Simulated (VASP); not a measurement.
A run of VASP 6.6.1:

File INCAR:

```
SYSTEM = Ta
PREC = Accurate
ENCUT = 520
EDIFF = 1E-6
ISMEAR = -1
SIGMA = 0.15
LREAL = .FALSE.
LASPH = .TRUE.
NELM = 100
ALGO = Fast
ISIF = 2
LWAVE = .FALSE.
LCHARG = .TRUE.
LELF = .TRUE.
LVHAR = .TRUE.
NBANDS = 12
```

KPOINTS

```
Automatic mesh
0
G
  18 18 18
  0 0 0
```

Contents of POSCAR:

```
Ta
1.0
   -1.6275256157      1.6275256157      1.6275256157
    1.6275256157     -1.6275256157      1.6275256157
    1.6275256157      1.6275256157     -1.6275256157
Ta
1
Direct
    0.0000000000      0.0000000000      0.0000000000
```

Potentials or basis: VASP PAW LDA potentials, release 64 (Ta_pv).

Run with:

```console
$ cat potpaw_LDA.64/Ta_pv/POTCAR > POTCAR
$ mpirun -np 1 vasp_std > vasp.out
```

Hardware: 1 thread of Intel Xeon 8259CL, with other jobs on the host.

**Question.** Estimate the wall time of this run.

**Answer.** Run time: 40 s on 1 thread of Intel Xeon 8259CL, on a shared host, peak memory 0.16 GiB. Counts: scf iterations 12, k points 195.
